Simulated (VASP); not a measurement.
# CdSe (F-43m) in VASP: single point with PBE0

Aim: the single point of CdSe with PBE0.

Program: VASP 6.6.1. These are calculated values, not measurements. Logs are shortened: lines on timing, memory, paths and dates and some standing lists are left out, and cuts for length are marked.

### 1 The cell of the first run

It takes space group F-43m (No. 216, cubic). Conventional cell: a = 6.077 Å, b = 6.077 Å, c = 6.077 Å, α = 90.00°, β = 90.00°, γ = 90.00°. Cd (site symmetry -43m) has 4 Se at 2.63 Å within 3.5 Å. Within 3.5 Å of Se (site symmetry -43m) lie 4 Cd at 2.63 Å.

### 2 Single point, PBE0

Input file POSCAR:

```
CdSe
1.0
    0.0000000000      3.0385000000      3.0385000000
    3.0385000000      0.0000000000      3.0385000000
    3.0385000000      3.0385000000      0.0000000000
Cd Se
1 1
Direct
    0.0000000000      0.0000000000      0.0000000000
    0.2500000000      0.2500000000      0.2500000000
```

Input file INCAR.step1:

```
PREC = Accurate ; ENCUT = 520
EDIFF = 1E-5 ; ISMEAR = 0
SIGMA = 0.01 ; LREAL = False
LASPH = True ; NELM = 100
ALGO = Normal ; ISIF = 2
LWAVE = True ; LCHARG = False
NBANDS = 16 ; GGA = PE
```

Input file INCAR.step2:

```
PREC = Accurate ; ENCUT = 520
EDIFF = 1E-6 ; ISMEAR = 0
SIGMA = 0.01 ; LREAL = False
LASPH = True ; NELM = 100
ALGO = Normal ; ISIF = 2
LWAVE = False ; LCHARG = False
GGA = PE ; LHFCALC = True
AEXX = 0.25 ; PRECFOCK = Normal
NBANDS = 16 ; ISTART = 1
```

Input file KPOINTS:

```
Automatic mesh
0
Gamma
  6 6 6
```

Potentials or basis: VASP PAW PBE potentials, release 64 (Cd, Se).

The run is started by

```console
> cat potpaw_PBE.64/Cd/POTCAR potpaw_PBE.64/Se/POTCAR > POTCAR
> cp INCAR.step1 INCAR
> mpirun -np 1 vasp_std > vasp.out
> cp INCAR.step2 INCAR
> mpirun -np 1 vasp_std > vasp.out
```

OUTCAR:

```text
PREC = Accurate
   ENCUT = 520
   EDIFF = 1E-6
   ISMEAR = 0
   LREAL = False
   LASPH = True
   NELM = 100
   ISIF = 2
   GGA = PE
   LHFCALC = True
   AEXX = 0.25
   PRECFOCK = Normal
   ISTART = 1

 ion  position               nearest neighbor table
   1  0.000  0.000  0.000-   2 2.63   2 2.63   2 2.63   2 2.63
   2  0.250  0.250  0.250-   1 2.63   1 2.63   1 2.63   1 2.63

  LATTYP: Found a face centered cubic cell.
 ALAT       =     6.0770000000

  Lattice vectors:

 A1 = (   0.0000000000,   3.0385000000,   3.0385000000)
 A2 = (   3.0385000000,   0.0000000000,   3.0385000000)
 A3 = (   3.0385000000,   3.0385000000,   0.0000000000)

Analysis of symmetry for initial positions (statically):
=====================================================================
 Subroutine PRICEL returns:
 Original cell was already a primitive cell.

 Routine SETGRP: Setting up the symmetry group for a
 face centered cubic supercell.

 Subroutine GETGRP returns: Found 24 space group operations
 (whereof 24 operations were pure point group operations)
 out of a pool of 48 trial point group operations.

The static configuration has the point symmetry T_d .

Analysis of symmetry for dynamics (positions and initial velocities):
=====================================================================
 Subroutine PRICEL returns:
 Original cell was already a primitive cell.

 Routine SETGRP: Setting up the symmetry group for a
 face centered cubic supercell.

 Subroutine GETGRP returns: Found 24 space group operations
 (whereof 24 operations were pure point group operations)
 out of a pool of 48 trial point group operations.

The dynamic configuration has the point symmetry T_d .

 Subroutine INISYM returns: Found 24 space group operations
 (whereof 24 operations are pure point group operations),
 and found     1 'primitive' translations

----------------------------------------------------------------------------------------

                                     Primitive cell

  volume of cell :      56.1058

  direct lattice vectors                    reciprocal lattice vectors
     0.000000000  3.038500000  3.038500000    -0.164554879  0.164554879  0.164554879
     3.038500000  0.000000000  3.038500000     0.164554879 -0.164554879  0.164554879
     3.038500000  3.038500000  0.000000000     0.164554879  0.164554879 -0.164554879

  length of vectors
     4.297087909  4.297087909  4.297087909     0.285017411  0.285017411  0.285017411

  position of ions in fractional coordinates (direct lattice)
     0.000000000  0.000000000  0.000000000
     0.250000000  0.250000000  0.250000000

  ion indices of the primitive-cell ions
   primitive index   ion index
                 1           1
                 2           2

----------------------------------------------------------------------------------------

 KPOINTS: Automatic mesh

Automatic generation of k-mesh.
 Grid dimensions read from file:
 generate k-points for:    6    6    6

 Generating k-lattice:

  Cartesian coordinates                     Fractional coordinates (reciprocal lattice)
    -0.027425813  0.027425813  0.027425813     0.166666667  0.000000000  0.000000000
     0.027425813 -0.027425813  0.027425813     0.000000000  0.166666667  0.000000000
     0.027425813  0.027425813 -0.027425813     0.000000000  0.000000000  0.166666667

  Length of vectors
     0.047502902  0.047502902  0.047502902

  Shift w.r.t. Gamma in fractional coordinates (k-lattice)
     0.000000000  0.000000000  0.000000000

 Subroutine IBZKPT returns following result:
 ===========================================

 Found     16 irreducible k-points:

 Following reciprocal coordinates:
            Coordinates               Weight
  0.000000  0.000000  0.000000      1.000000
  0.166667  0.000000  0.000000      8.000000
  0.333333  0.000000  0.000000      8.000000
  0.500000  0.000000  0.000000      4.000000
  0.166667  0.166667  0.000000      6.000000
  0.333333  0.166667  0.000000     24.000000
[... 8 lines left out ...]
 -0.333333  0.333333  0.166667     24.000000
 -0.333333  0.500000  0.166667     12.000000
   k-points           NKPTS =     16   k-points in BZ     NKDIM =    216   number of bands    NBANDS=     16
   number of dos      NEDOS =    301   number of ions     NIONS =      2
   total plane-waves  NPLWV =  32768
   dimension x,y,z NGX =    32 NGY =   32 NGZ =   32
   dimension x,y,z NGXF=    64 NGYF=   64 NGZF=   64
   ions per type =               1   1
   NGX,Y,Z   is equivalent  to a cutoff of  12.38, 12.38, 12.38 a.u.
   NGXF,Y,Z  is equivalent  to a cutoff of  24.76, 24.76, 24.76 a.u.
 SYSTEM =  unknown system
   PREC   = accura    normal or accurate (medium, high low for compatibility)
   ISTART =      1    job   : 0-new  1-cont  2-samecut
   ICHARG =      0    charge: 1-file 2-atom 10-const
   ISPIN  =      1    spin polarized calculation?
   LNONCOLLINEAR =      F non collinear calculations
   LSORBIT =      F    spin-orbit coupling
   LASPH  =      T    aspherical Exc in radial PAW
   ENCUT  =  520.0 eV  38.22 Ry    6.18 a.u.   7.99  7.99  7.99*2*pi/ulx,y,z
   NELM   =    100;   NELMIN=  2; NELMDL=  0     # of ELM steps
   EDIFF  = 0.1E-05   stopping-criterion for ELM
   LREAL  =      F    real-space projection
   EDIFFG = 0.1E-04   stopping-criterion for IOM
   NSW    =      0    number of steps for IOM
   IBRION =     -1    ionic relax: 0-MD 1-quasi-New 2-CG
   NFREE  =      0    steps in history (QN), initial steepest desc. (CG)
   ISIF   =      2    stress and relaxation
   ISYM   =      3    0-nonsym 1-usesym 2-fastsym
   POTIM  = 0.5000    time-step for ionic-motion
   TEBEG  =    0.0;   TEEND  =   0.0 temperature during run
   PSTRESS=    0.0 pullay stress
   NELECT =      18.0000    total number of electrons
   NUPDOWN=      -1.0000    fix difference up-down
   EMIN   =  10.00;   EMAX   =-10.00  energy-range for DOS
   EFERMI =   0.00;   METHOD = LEGACY
   ISMEAR =     0;   SIGMA  =   0.01  broadening in eV -4-tet -1-fermi 0-gaus
   EFERMI_NEDOS =   21; number of points for ismear=-14 and -15
   IALGO  =     38    algorithm
   IMIX   =      1    mixing-type and parameters
     AMIX     =   0.40;   BMIX     =  1.00
     AMIX_MAG =   1.60;   BMIX_MAG =  1.00
  volume/ion in A,a.u.               =      28.05       189.31
  Fermi-wavevector in a.u.,A,eV,Ry     =   1.120718  2.117850 17.089044  1.256009
  Thomas-Fermi vector in A             =   2.257367
   LORBIT       =      0    0 simple, 1 ext, 2 COOP (PROOUT), +10 PAW based schemes
   GGA     = PE    functional components
   LHFCALC =     T    Hartree Fock is set to
   PRECFOCK=normal    Normal, Fast or Accurate (Low or Medium for compatibility)
   ENCUT4O =  -1.0   cutoff for four orbital integrals eV
   NKREDX  =     1    reduce k-point grid by
   NKREDY  =     1    reduce k-point grid by
   NKREDZ  =     1    reduce k-point grid by
   AEXX    =    0.2500 exact exchange contribution
   HFSCREEN=    0.0000 screening length (either q_TF or 0.3 A-1)
   HFSCREENC=   0.0000 screening length for correlation (either q_TF or 0.3 A-1)
   ENCUTFOCK=  -1.0 apply spherical cutoff to Coloumb kernel
   IVDW    =     0    specifies the selected vdW correction
   LEPSILON=     F    determine dielectric tensor
   LRPA    =     F    only Hartree local field effects (RPA)
 non-spin polarized calculation
 Gauss-broadening in eV      SIGMA  =   0.01
  energy-cutoff  :      520.00
  volume of cell :       56.11
 maximum number of plane-waves:      1527
  NGX = 24; NGY = 24; NGZ = 24

 number of electron      18.0000001 magnetization

 Free energy of the ion-electron system (eV)
  ---------------------------------------------------
  ext. energy  EPLUGINS =         0.00000000
  ---------------------------------------------------
  free energy    TOTEN  =        -7.38557979 eV

  energy without entropy =       -7.38557979  energy(sigma->0) =       -7.38557979

 E-fermi :   0.1292     XC(G=0):  -7.0286

 val. band max:        0.0128059509   @ k =   0.0000   0.0000   0.0000
 cond. band min:       2.1979243470   @ k =   0.0000   0.0000   0.0000
 fundamental gap:      2.1851183960
 Fermi energy:         0.1291586495

 k-point     1 :       0.0000    0.0000    0.0000
  band No.  band energies     occupation
      1     -13.7853      2.00000
      2      -9.1942      2.00000
      3      -9.1942      2.00000
      4      -9.1942      2.00000
      5      -8.8136      2.00000
      6      -8.8136      2.00000
[... 8 lines left out ...]
     15      13.0112      0.00000
     16      13.0112      0.00000

 k-point     2 :       0.1667    0.0000    0.0000
  band No.  band energies     occupation
      1     -13.6831      2.00000
      2      -9.1655      2.00000
      3      -9.1655      2.00000
      4      -9.0945      2.00000
      5      -8.8148      2.00000
      6      -8.8148      2.00000
[... 8 lines left out ...]
     15      11.9432      0.00000
     16      12.3662      0.00000

 k-point     3 :       0.3333    0.0000    0.0000
  band No.  band energies     occupation
      1     -13.4772      2.00000
      2      -9.1171      2.00000
      3      -9.1171      2.00000
      4      -8.8054      2.00000
      5      -8.8054      2.00000
      6      -8.7661      2.00000
[... 8 lines left out ...]
     15      12.4447      0.00000
     16      12.4447      0.00000

 k-point     4 :       0.5000    0.0000    0.0000
  band No.  band energies     occupation
      1     -13.3746      2.00000
      2      -9.0992      2.00000
      3      -9.0992      2.00000
      4      -8.7931      2.00000
      5      -8.7931      2.00000
      6      -8.4782      2.00000
[... 8 lines left out ...]
     15      14.1759      0.00000
     16      14.1759      0.00000
[... 172 lines left out ...]
 k-point    14 :       0.5000    0.3333    0.1667
  band No.  band energies     occupation
      1     -13.3456      2.00000
      2      -9.0485      2.00000
      3      -9.0375      2.00000
      4      -8.8792      2.00000
      5      -8.7893      2.00000
      6      -8.5286      2.00000
[... 8 lines left out ...]
     15      14.1731      0.00000
     16      15.1969      0.00000

 k-point    15 :      -0.3333    0.3333    0.1667
  band No.  band energies     occupation
      1     -13.2801      2.00000
      2      -9.0396      2.00000
      3      -9.0130      2.00000
      4      -8.8476      2.00000
      5      -8.8041      2.00000
      6      -8.3269      2.00000
[... 8 lines left out ...]
     15      13.8504      0.00000
     16      15.1204      0.00000

 k-point    16 :      -0.3333    0.5000    0.1667
  band No.  band energies     occupation
      1     -13.2482      2.00000
      2      -8.9993      2.00000
      3      -8.9906      2.00000
      4      -8.8801      2.00000
      5      -8.7880      2.00000
      6      -8.2954      2.00000
[... 8 lines left out ...]
     15      14.7991      0.00000
     16      15.0533      0.00000

------------------------ aborting loop because EDIFF is reached ----------------------------------------

  FORCE on cell =-STRESS in cart. coord.  units (eV):
  Direction    XX          YY          ZZ          XY          YZ          ZX
  --------------------------------------------------------------------------------------
  -------------------------------------------------------------------------------------
  Total        0.6418362      0.6418362      0.6418362      0.0000000     -0.0000000      0.0000000
  in kB       18.3285062     18.3285062     18.3285062      0.0000000     -0.0000000      0.0000000
  external PRESSURE =      18.3285062 kB  Pullay stress =       0.0000000 kB

 VOLUME and BASIS-vectors are now :
 -----------------------------------------------------------------------------
  energy-cutoff  :      520.00
  volume of cell :       56.11
      direct lattice vectors                 reciprocal lattice vectors
     0.000000000  3.038500000  3.038500000    -0.164554879  0.164554879  0.164554879
     3.038500000  0.000000000  3.038500000     0.164554879 -0.164554879  0.164554879
     3.038500000  3.038500000  0.000000000     0.164554879  0.164554879 -0.164554879

 POSITION                                       TOTAL-FORCE (eV/Angst)
 -----------------------------------------------------------------------------------
      0.00000      0.00000      0.00000         0.000000      0.000000      0.000000
      1.51925      1.51925      1.51925        -0.000000     -0.000000     -0.000000
 -----------------------------------------------------------------------------------
    total drift:                                0.000027      0.000028      0.000019

  FREE ENERGIE OF THE ION-ELECTRON SYSTEM (eV)
  ---------------------------------------------------
  free  energy   TOTEN  =        -7.3855797870 eV

  energy  without entropy=       -7.3855797870  energy(sigma->0) =       -7.38557979
```

It took 34 min on 1 thread of AMD EPYC 7R13 (Zen 3), shared host; peak memory 0.18 GiB.

What came out:

```yaml
Free_energy: -7.3856 eV
Pressure: 1.8 GPa
Band_gap_on_the_k_mesh: 2.19 eV
```

Caveat: the PAW data sets were made with another functional, which shifts forces and pressure a little.
